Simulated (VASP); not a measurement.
A run of VASP 6.6.1 is set up as follows.

File POSCAR:

```
SbW3
1.0
    5.6484378547      0.0000000000      0.0000000000
    0.0000000000      4.7869235637      0.0000000000
    0.0000000000      0.0000000000      4.9811741462
W Sb
6 2
Direct
   -0.0012316913      0.2500000000      0.6698196368
    0.5012316913      0.2500000000      0.6698196368
    0.4987683087      0.7500000000      0.3301803632
    0.0012316913      0.7500000000      0.3301803632
    0.2500000000      0.7500000000      0.8185815567
    0.7500000000      0.2500000000      0.1814184433
    0.2500000000      0.2500000000      0.1636063683
    0.7500000000      0.7500000000      0.8363936317
```

Contents of INCAR.step1:

```
ALGO = Normal
EDIFF = 1E-4
ENCUT = 520
GGA = PE
ISMEAR = 0
LASPH = T
LCHARG = F
LREAL = F
LWAVE = T
NBANDS = 57
NELM = 100
PREC = Accurate
SIGMA = 0.0357
```

Contents of INCAR.step2:

```
ALGO = Normal
EDIFF = 1E-6
ENCUT = 520
ISIF = 2
ISMEAR = 0
ISTART = 1
LASPH = T
LCHARG = F
LMIXTAU = T
LREAL = F
LWAVE = F
METAGGA = R2SCAN
NBANDS = 57
NELM = 100
PREC = Accurate
SIGMA = 0.0357
```

File KPOINTS:

```
k-points
0
Gamma
  4 5 5
```

Potentials or basis: VASP PAW PBE potentials, release 64 (W_sv, Sb).

The run is started by

```bash
$ cat potpaw_PBE.64/W_sv/POTCAR potpaw_PBE.64/Sb/POTCAR > POTCAR
$ cp INCAR.step1 INCAR
$ mpirun -np 1 vasp_std > vasp.out
$ cp INCAR.step2 INCAR
$ mpirun -np 1 vasp_std > vasp.out
```

Question: Estimate the largest force.

Answer: 0.011 eV/Å.

Question: Estimate the band gap on the k mesh.

Answer: Zero (bands 47 and 48 overlap by 0.78 eV).

Question: What does it give for the pressure?

Answer: 0.8 GPa.

Stress tensor (GPa, compression positive):
```
0.78 0.00 0.00
0.00 0.82 0.00
0.00 0.00 0.71
```

Caveat: the PAW data sets were made with another functional, which shifts forces and pressure a little; spin-orbit coupling is left out, which moves the levels of the heavy elements.
